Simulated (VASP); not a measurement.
## P: single point with r2SCAN

The system is P, a slab with vacuum.

```
P
1.0
     4.62749    0.00000    0.00000
     0.00000    3.29186    0.00000
     0.00000    0.00000   27.81958
P
4
Direct
  0.09124 0.00000 0.37893
  0.40876 0.50000 0.37893
  0.59124 0.50000 0.30404
  0.90876 0.00000 0.30404
```

| Property | Result |
| --- | --- |
| Program | VASP 6.6.1 |
| Task | single point |
| Functional | r2SCAN |
| Potentials or basis | VASP PAW PBE potentials, release 64 (P) |
| Cutoff | 520 eV |
| k mesh | 6 × 8 × 1 |
| Occupations | gaussian, width 0.01 eV |
| Spin | no spin polarisation |

```json
{"Largest force": "0.098 eV/Å", "Band gap on the k mesh": "1.12 eV"}
```

Forces on the atoms (eV/Å):
```
P    0.079  0.000 -0.058
P   -0.079  0.000 -0.058
P    0.079  0.000  0.058
P   -0.079  0.000  0.058
```

Levels at points of the mesh, in eV from the valence-band top:
```
           k point  band 6  band 7  band 8  band 9  band 10  band 11  band 12  band 13  band 14  band 15
(0.00, 0.00, 0.00)   -4.73   -3.65   -1.99   -1.70     0.00     1.12     1.86     2.95     3.52     4.90
(0.50, 0.00, 0.00)   -3.04   -2.82   -2.82   -1.42    -1.42     2.39     2.39     3.97     3.97     4.06
(0.00, 0.50, 0.00)   -5.32   -2.88   -2.88   -2.02    -2.02     1.48     1.48     2.49     2.49     4.12
(0.50, 0.50, 0.00)   -5.27   -4.71   -4.71   -1.15    -1.15     2.62     2.62     4.09     4.09     5.68
```

Run time: 47 min on 1 thread of Intel Xeon 8259CL, with other jobs on the host, peak memory 0.52 GiB.

Caveat: the PAW data sets were made with another functional, which shifts forces and pressure a little.
